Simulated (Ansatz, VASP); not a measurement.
AlN in VASP and in Ansatz

```xyz
2
Lattice="0.0000 1.9882 1.9882 1.9882 0.0000 1.9882 1.9882 1.9882 0.0000" Properties=species:S:1:pos:R:3 pbc="T T T"
Al    0.0000    0.0000    0.0000
N     1.9882    1.9882    1.9882
```

Alike in both runs: task single point; functional r2SCAN; k mesh 10 × 10 × 10; no spin polarisation.

|  | VASP | Ansatz |
| --- | --- | --- |
| version | VASP 6.6.1 | Ansatz 0.2.0 |
| potentials or method | VASP PAW PBE potentials, release 64 (Al, N), cutoff 660 eV | scalar-relativistic, plane waves, PAW |
| occupations | gaussian, width 0.01 eV | fixed |
| valence electrons in the cell | 8 | 8 |

|  | VASP | Ansatz | Ansatz less VASP |
| --- | --- | --- | --- |
| gap on the k mesh at the Fermi level (eV) | 5.90 | 5.93 | +0.034 |
| least direct gap on the mesh (eV) | 7.29 | 7.23 | -0.055 |
| pressure (GPa) | 13.1 | 13.9 | +0.71 |

VASP's potentials were made for PBE, not for r2SCAN.
